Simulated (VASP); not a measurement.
# ZnRe (P-6m2) in VASP: further runs, part 2 of 2

VASP 6.6.1. The steps go on from the part before.

**3. Single point, PBE+D3(BJ)**

This run uses another cell than the first one, of 14.27 Å³/atom, 1.006 times its volume.

Input file INCAR:

```
ALGO = Normal
EDIFF = 1E-6
ENCUT = 520
GGA = PE
ISIF = 2
ISMEAR = -1
IVDW = 12
LASPH = True
LCHARG = False
LREAL = False
LWAVE = False
NBANDS = 16
NELM = 80
PREC = Accurate
SIGMA = 0.05
```

Input file KPOINTS:

```
k-points
0
Gamma
  11 11 6
```

Input file POSCAR:

```
ZnRe
1.0
    2.7259724081      0.0000000000      0.0000000000
   -1.3629862040      2.3607613554      0.0000000000
    0.0000000000      0.0000000000      4.4357421225
Re Zn
1 1
Direct
    0.3333333333      0.6666666667      0.5000000000
    0.0000000000      0.0000000000      0.0000000000
```

Potentials or basis: VASP PAW PBE potentials, release 64 (Re, Zn).

The run is started by

```
cat potpaw_PBE.64/Re/POTCAR potpaw_PBE.64/Zn/POTCAR > POTCAR
mpirun -np 1 vasp_std > vasp.out
```

OUTCAR:

```text
EDIFF = 1E-6
   ENCUT = 520
   GGA = PE
   ISIF = 2
   ISMEAR = -1
   IVDW = 12
   LASPH = True
   LREAL = False
   NELM = 80
   PREC = Accurate
 IVDW          = 12

 ion  position               nearest neighbor table
   1  0.333  0.667  0.500-   2 2.72   2 2.72   2 2.72   2 2.72   2 2.72   2 2.72
   2  0.000  0.000  0.000-   1 2.72   1 2.72   1 2.72   1 2.72   1 2.72   1 2.72

  LATTYP: Found a hexagonal cell.
 ALAT       =     2.7259724081
 C/A-ratio  =     1.6272146076

  Lattice vectors:

 A1 = (   2.7259724081,   0.0000000000,   0.0000000000)
 A2 = (  -1.3629862040,   2.3607613554,   0.0000000000)
 A3 = (   0.0000000000,   0.0000000000,   4.4357421225)

Analysis of symmetry for initial positions (statically):
=====================================================================
 Subroutine PRICEL returns:
 Original cell was already a primitive cell.

 Routine SETGRP: Setting up the symmetry group for a
 hexagonal supercell.

 Subroutine GETGRP returns: Found 12 space group operations
 (whereof 12 operations were pure point group operations)
 out of a pool of 24 trial point group operations.

The static configuration has the point symmetry D_3h.

Analysis of symmetry for dynamics (positions and initial velocities):
=====================================================================
 Subroutine PRICEL returns:
 Original cell was already a primitive cell.

 Routine SETGRP: Setting up the symmetry group for a
 hexagonal supercell.

 Subroutine GETGRP returns: Found 12 space group operations
 (whereof 12 operations were pure point group operations)
 out of a pool of 24 trial point group operations.

The dynamic configuration has the point symmetry D_3h.

 Subroutine INISYM returns: Found 12 space group operations
 (whereof 12 operations are pure point group operations),
 and found     1 'primitive' translations

----------------------------------------------------------------------------------------
[... 111 lines left out ...]
   IMIX   =      4    mixing-type and parameters
     AMIX     =   0.40;   BMIX     =  1.00
     AMIX_MAG =   1.60;   BMIX_MAG =  1.00
  volume/ion in A,a.u.               =      14.27        96.32
  Fermi-wavevector in a.u.,A,eV,Ry     =   1.429375  2.701126 27.798226  2.043112
  Thomas-Fermi vector in A             =   2.549335
   LORBIT       =      0    0 simple, 1 ext, 2 COOP (PROOUT), +10 PAW based schemes
   GGA     = PE    functional components
   LHFCALC =     F    Hartree Fock is set to
   AEXX    =    0.0000 exact exchange contribution
   IVDW    =    12    specifies the selected vdW correction
   LEPSILON=     F    determine dielectric tensor
   LRPA    =     F    only Hartree local field effects (RPA)
 non-spin polarized calculation
  energy-cutoff  :      520.00
  volume of cell :       28.55
 maximum number of plane-waves:       784
   NGX = 11   NGY = 11   NGZ = 17

 number of electron      19.0000019 magnetization

 Free energy of the ion-electron system (eV)
  ---------------------------------------------------
  ext. energy  EPLUGINS =         0.00000000
  ---------------------------------------------------
  free energy    TOTEN  =       -13.04602840 eV

  energy without entropy =      -13.03180050  energy(sigma->0) =      -13.03891445

 E-fermi :   5.8251     XC(G=0): -12.9491

 val. band max:        5.7893493001   @ k =   0.1818   0.0000   0.1667
 cond. band min:       5.8326182255   @ k =   0.1818   0.0000   0.3333
 fundamental gap:      0.0432689254
 Fermi energy:         5.8251341180

 k-point     1 :       0.0000    0.0000    0.0000
  band No.  band energies     occupation
      1      -4.6715      2.00000
      2      -2.2389      2.00000
      3      -1.5709      2.00000
      4      -1.5709      2.00000
      5      -1.1768      2.00000
      6      -1.1768      2.00000
[... 433 lines left out ...]
      3      -1.6791      2.00000
      4      -1.5206      2.00000
      5      -1.2725      2.00000
      6      -1.1798      2.00000
[... 8 lines left out ...]
     15      17.4903      0.00000
     16      21.5486      0.00000

 [... further k-points ...]

------------------------ aborting loop because EDIFF is reached ----------------------------------------

 Edisp (eV)   -1.09625

 E8    (eV) :    -0.5135

  FORCE on cell =-STRESS in cart. coord.  units (eV):
  Direction    XX          YY          ZZ          XY          YZ          ZX
  --------------------------------------------------------------------------------------
  -------------------------------------------------------------------------------------
  Total      -0.24292    -0.24292    -0.15349    -0.00000    -0.00000    -0.00000
  in kB     -13.63444   -13.63444    -8.61487    -0.00000    -0.00000    -0.00000
  external pressure =      -11.96 kB  Pullay stress =        0.00 kB

 VOLUME and BASIS-vectors are now :
 -----------------------------------------------------------------------------
  energy-cutoff  :      520.00
  volume of cell :       28.55
      direct lattice vectors                 reciprocal lattice vectors
     2.725972408  0.000000000  0.000000000     0.366841571  0.211796080  0.000000000
    -1.362986204  2.360761355  0.000000000     0.000000000  0.423592159  0.000000000
     0.000000000  0.000000000  4.435742122     0.000000000  0.000000000  0.225441419

 POSITION                                       TOTAL-FORCE (eV/Angst)
 -----------------------------------------------------------------------------------
     -0.00000      1.57384      2.21787         0.000000      0.000000      0.000000
      0.00000      0.00000      0.00000         0.000000      0.000000      0.000000
 -----------------------------------------------------------------------------------
    total drift:                               -0.000000      0.000000      0.000000

  FREE ENERGIE OF THE ION-ELECTRON SYSTEM (eV)
  ---------------------------------------------------
  free  energy   TOTEN  =       -14.1422781473 eV

  energy  without entropy=      -14.1280502464  energy(sigma->0) =      -14.13516420
```

Wall time 22 s (1 thread of Intel Xeon Platinum 8259CL at 2.50GHz (Skylake/Cascade Lake), shared host); peak memory 0.17 GiB.

What came out:

```
Free energy                : -14.1423 eV
Pressure                   : -1.2 GPa
Dispersion energy per atom : -0.548 eV
```

Stress tensor (GPa, compression positive):
```
-1.36  0.00  0.00
 0.00 -1.36  0.00
 0.00  0.00 -0.86
```

Levels at points of the mesh, in eV from the Fermi level:
```csv
k point,band 7,band 8,band 9,band 10,band 11,band 12,band 13,band 14
"(0.00, 0.00, 0.00)",-5.10,-1.56,-1.27,-1.27,1.77,1.77,5.03,14.78
"(0.00, 0.00, 0.50)",-7.01,-3.22,-1.18,-1.18,1.69,1.69,9.77,14.47
```

Caveat: three body term missing; spin-orbit coupling is left out, which moves the levels of the heavy elements; pairwise dispersion overbinds metals, which lowers pressure and volume.

**4. Single point, PBE+D4**

Input file INCAR:

```
SYSTEM = ZnRe
PREC = Accurate
ENCUT = 520
EDIFF = 1E-6
ISMEAR = -1
SIGMA = 0.05
LREAL = .FALSE.
LASPH = .TRUE.
NELM = 80
ALGO = Normal
ISIF = 2
LWAVE = .FALSE.
LCHARG = .TRUE.
GGA = PE
IVDW = 13
LELF = .TRUE.
LVHAR = .TRUE.
NBANDS = 16
```

Input file KPOINTS:

```
regular mesh
0
G
  11 11 6
  0 0 0
```

Input file POSCAR:

```
ZnRe
1.0
    2.7250030138      0.0000000000      0.0000000000
   -1.3625015069      2.3599218354      0.0000000000
    0.0000000000      0.0000000000      4.4218204280
Re Zn
1 1
Direct
    0.3333333333      0.6666666667      0.5000000000
    0.0000000000      0.0000000000      0.0000000000
```

Potentials or basis: VASP PAW PBE potentials, release 64 (Re, Zn).

The run is started by

```
cat potpaw_PBE.64/Re/POTCAR potpaw_PBE.64/Zn/POTCAR > POTCAR
mpirun -np 1 vasp_std > vasp.out
```

OUTCAR:

```text
SYSTEM = ZnRe
   PREC = Accurate
   ENCUT = 520
   EDIFF = 1E-6
   ISMEAR = -1
   LREAL = .FALSE.
   LASPH = .TRUE.
   NELM = 80
   ISIF = 2
   GGA = PE
   IVDW = 13

 ion  position               nearest neighbor table
   1  0.333  0.667  0.500-   2 2.71   2 2.71   2 2.71   2 2.71   2 2.71   2 2.71
   2  0.000  0.000  0.000-   1 2.71   1 2.71   1 2.71   1 2.71   1 2.71   1 2.71

  LATTYP: Found a hexagonal cell.
 ALAT       =     2.7250030138
 C/A-ratio  =     1.6226846009

  Lattice vectors:

 A1 = (   2.7250030138,   0.0000000000,   0.0000000000)
 A2 = (  -1.3625015069,   2.3599218354,   0.0000000000)
 A3 = (   0.0000000000,   0.0000000000,   4.4218204280)

Analysis of symmetry for initial positions (statically):
=====================================================================
 Subroutine PRICEL returns:
 Original cell was already a primitive cell.

 Routine SETGRP: Setting up the symmetry group for a
 hexagonal supercell.

 Subroutine GETGRP returns: Found 12 space group operations
 (whereof 12 operations were pure point group operations)
 out of a pool of 24 trial point group operations.

The static configuration has the point symmetry D_3h.

Analysis of symmetry for dynamics (positions and initial velocities):
=====================================================================
 Subroutine PRICEL returns:
 Original cell was already a primitive cell.

 Routine SETGRP: Setting up the symmetry group for a
 hexagonal supercell.

 Subroutine GETGRP returns: Found 12 space group operations
 (whereof 12 operations were pure point group operations)
 out of a pool of 24 trial point group operations.

The dynamic configuration has the point symmetry D_3h.

 Subroutine INISYM returns: Found 12 space group operations
 (whereof 12 operations are pure point group operations),
 and found     1 'primitive' translations

----------------------------------------------------------------------------------------

                                     Primitive cell

  volume of cell :      28.4358

[... 110 lines left out ...]
  Fermi-wavevector in a.u.,A,eV,Ry     =   1.431213  2.704600 27.869756  2.048369
  Thomas-Fermi vector in A             =   2.550974
   LORBIT       =      0    0 simple, 1 ext, 2 COOP (PROOUT), +10 PAW based schemes
   GGA     = PE    functional components
   LHFCALC =     F    Hartree Fock is set to
   AEXX    =    0.0000 exact exchange contribution
   IVDW    =    13    specifies the selected vdW correction
   LEPSILON=     F    determine dielectric tensor
   LRPA    =     F    only Hartree local field effects (RPA)
 non-spin polarized calculation
  energy-cutoff  :      520.00
  volume of cell :       28.44
 maximum number of plane-waves:       784
   NGX = 11   NGY = 11   NGZ = 17

 number of electron      19.0000017 magnetization

 Free energy of the ion-electron system (eV)
  ---------------------------------------------------
  ext. energy  EPLUGINS =         0.00000000
  ---------------------------------------------------
  free energy    TOTEN  =       -13.04190516 eV

  energy without entropy =      -13.02770915  energy(sigma->0) =      -13.03480715

 E-fermi :   5.8610     XC(G=0): -12.9707

 val. band max:        5.8268221710   @ k =   0.3636   0.1818   0.5000
 cond. band min:       5.8662329728   @ k =   0.1818   0.1818   0.3333
 fundamental gap:      0.0394108018
 Fermi energy:         5.8609627086

 k-point     1 :       0.0000    0.0000    0.0000
  band No.  band energies     occupation
      1      -4.6637      2.00000
      2      -2.2173      2.00000
      3      -1.5430      2.00000
      4      -1.5430      2.00000
      5      -1.1506      2.00000
      6      -1.1506      2.00000
[... 433 lines left out ...]
      3      -1.6532      2.00000
      4      -1.4948      2.00000
      5      -1.2470      2.00000
      6      -1.1516      2.00000
[... 8 lines left out ...]
     15      17.5396      0.00000
     16      21.6104      0.00000

 [... further k-points ...]

------------------------ aborting loop because EDIFF is reached ----------------------------------------

  DFT-D4 for vdW energy calculation

  Edisp (eV):   -1.09159

  FORCE on cell =-STRESS in cart. coord.  units (eV):
  Direction    XX          YY          ZZ          XY          YZ          ZX
  --------------------------------------------------------------------------------------
  -------------------------------------------------------------------------------------
  Total      -0.01095    -0.01095     0.08404     0.00000    -0.00000     0.00000
  in kB      -0.61685    -0.61685     4.73502     0.00000    -0.00000     0.00000
  external pressure =        1.17 kB  Pullay stress =        0.00 kB

 VOLUME and BASIS-vectors are now :
 -----------------------------------------------------------------------------
  energy-cutoff  :      520.00
  volume of cell :       28.44
      direct lattice vectors                 reciprocal lattice vectors
     2.725003014  0.000000000  0.000000000     0.366972071  0.211871424  0.000000000
    -1.362501507  2.359921835  0.000000000     0.000000000  0.423742848  0.000000000
     0.000000000  0.000000000  4.421820428     0.000000000  0.000000000  0.226151201

 POSITION                                       TOTAL-FORCE (eV/Angst)
 -----------------------------------------------------------------------------------
     -0.00000      1.57328      2.21091        -0.000000      0.000000      0.000000
      0.00000      0.00000      0.00000         0.000000     -0.000000      0.000000
 -----------------------------------------------------------------------------------
    total drift:                               -0.000000      0.000000      0.000000

  FREE ENERGIE OF THE ION-ELECTRON SYSTEM (eV)
  ---------------------------------------------------
  free  energy   TOTEN  =       -14.1334919944 eV

  energy  without entropy=      -14.1192959904  energy(sigma->0) =      -14.12639399
```

Wall time 24 s (1 thread of Intel Xeon Platinum 8259CL at 2.50GHz (Skylake/Cascade Lake), shared host); peak memory 0.16 GiB.

Results:

| Quantity | Value |
| --- | --- |
| Free energy | -14.1335 eV |
| Pressure | 0.1 GPa |
| Dispersion energy per atom | -0.546 eV |

Caveat: spin-orbit coupling is left out, which moves the levels of the heavy elements; pairwise dispersion overbinds metals, which lowers pressure and volume.

**5. Single point, PBE**

This run uses another cell than the first one, of 14.59 Å³/atom, 1.028 times its volume.

Input file INCAR:

```
SYSTEM = ZnRe
PREC = Accurate ; ENCUT = 520
EDIFF = 1E-6 ; ISMEAR = -1
SIGMA = 0.05 ; LREAL = .False.
LASPH = .True. ; NELM = 80
ALGO = Fast ; ISIF = 2
LWAVE = .False. ; LCHARG = .False.
GGA = PE ; NBANDS = 16
```

Input file KPOINTS:

```
regular mesh
0
Gamma
  11 11 6
  0 0 0
```

Input file POSCAR:

```
ZnRe
1.0
    2.7433521705      0.0000000000      0.0000000000
   -1.3716760852      2.3758126712      0.0000000000
    0.0000000000      0.0000000000      4.4778028480
Re Zn
1 1
Direct
    0.3333333333      0.6666666667      0.5000000000
    0.0000000000      0.0000000000      0.0000000000
```

The run is started by

```
cat potpaw_PBE.64/Re/POTCAR potpaw_PBE.64/Zn/POTCAR > POTCAR
mpirun -np 1 vasp_std > vasp.out
```

Run time: 27 s. Hardware: 1 thread of Intel Xeon Platinum 8259CL at 2.50GHz (Skylake/Cascade Lake), shared host; peak memory 0.16 GiB.

The run converged. Its results:

```
Free energy : -13.0565 eV
Pressure    : 0.1 GPa
```

Stress tensor (GPa, compression positive):
```
-0.08  0.00  0.00
 0.00 -0.08  0.00
 0.00  0.00  0.35
```

Levels at points of the mesh, in eV from the Fermi level:
```tsv
k point	band 8	band 9	band 10	band 11	band 12	band 13
(0.00, 0.00, 0.00)	-1.54	-1.23	-1.23	1.72	1.72	4.81
(0.00, 0.00, 0.50)	-3.14	-1.14	-1.14	1.65	1.65	9.59
```

Caveat: spin-orbit coupling is left out, which moves the levels of the heavy elements.

**6. Single point, PBE+D3(BJ)**

This run uses another cell than the first one, of 14.70 Å³/atom, 1.036 times its volume.

Input file INCAR:

```
PREC     = Accurate       # precision mode
ENCUT    = 520            # plane-wave cutoff, eV
EDIFF    = 1E-6           # SCF threshold, eV
ISMEAR   = -1             # smearing method
SIGMA    = 0.05           # smearing width, eV
LREAL    = False          # projectors in reciprocal space
LASPH    = True           # aspherical terms in the spheres
NELM     = 100            # most SCF steps
ALGO     = Fast           # electronic algorithm
ISIF     = 2              # what is computed and relaxed
LWAVE    = False          # write WAVECAR
LCHARG   = True           # write CHGCAR
GGA      = PE             # functional
IVDW     = 12             # dispersion correction
LELF     = True           # ELF
LVHAR    = True         
NBANDS   = 16             # bands
```

Input file KPOINTS:

```
regular mesh
0
Gamma
  11 11 6
```

Input file POSCAR:

```
ZnRe
1.0
    2.7482183437      0.0000000000      0.0000000000
   -1.3741091718      2.3800269008      0.0000000000
    0.0000000000      0.0000000000      4.4940660000
Re Zn
1 1
Direct
    0.3333333333      0.6666666667      0.5000000000
    0.0000000000      0.0000000000      0.0000000000
```

Potentials or basis: VASP PAW PBE potentials, release 64 (Re, Zn).

The run is started by

```
cat potpaw_PBE.64/Re/POTCAR potpaw_PBE.64/Zn/POTCAR > POTCAR
mpirun -np 1 vasp_std > vasp.out
```

Wall time 29 s (1 thread of Intel Xeon Platinum 8259CL at 2.50GHz (Skylake/Cascade Lake), shared host); peak memory 0.17 GiB.

It converged, with:

```yaml
Free_energy: -14.1193 eV
Pressure: -7.5 GPa
Dispersion_energy_per_atom: -0.532 eV
```

Stress tensor (GPa, compression positive):
```
-7.56  0.00  0.00
 0.00 -7.56  0.00
 0.00  0.00 -7.30
```

Levels at points of the mesh, in eV from the Fermi level:
```csv
k point,band 6,band 7,band 8,band 9,band 10,band 11,band 12,band 13,band 14,band 15
"(0.00, 0.00, 0.00)",-6.93,-5.01,-1.55,-1.22,-1.22,1.70,1.70,4.72,14.73,17.17
"(0.00, 0.00, 0.50)",-6.93,-6.93,-3.12,-1.13,-1.13,1.64,1.64,9.51,14.08,14.94
```

Caveat: three body term missing; spin-orbit coupling is left out, which moves the levels of the heavy elements; pairwise dispersion overbinds metals, which lowers pressure and volume.

**7. Summary**

| level | cell | gap on the mesh (eV) | pressure (GPa) |
| --- | --- | --- | --- |
| PBE+D3(BJ) | a = 2.722, b = 2.722, c = 4.425 Å, angles 90.0, 90.0, 120.0°, 2 atoms | none | 0.1 |
| PBE+D3(BJ) | a = 2.726, b = 2.726, c = 4.436 Å, angles 90.0, 90.0, 120.0°, 2 atoms | none | -1.2 |
| PBE+D4 | a = 2.725, b = 2.725, c = 4.422 Å, angles 90.0, 90.0, 120.0°, 2 atoms | none | 0.1 |
| PBE | a = 2.743, b = 2.743, c = 4.478 Å, angles 90.0, 90.0, 120.0°, 2 atoms | none | 0.1 |
| PBE+D3(BJ) | a = 2.748, b = 2.748, c = 4.494 Å, angles 90.0, 90.0, 120.0°, 2 atoms | none | -7.5 |

Alike in all rows: task single point; potentials or basis VASP PAW PBE potentials, release 64 (Re, Zn); no spin polarisation; k mesh 11 × 11 × 6; cutoff (eV) 520; smearing fermi-dirac 0.05 eV.

Caveats: spin-orbit coupling is left out, which moves the levels of the heavy elements; pairwise dispersion overbinds metals, which lowers pressure and volume (some runs); three body term missing (some runs).

Absolute energies hang on the potentials; compare differences alone.
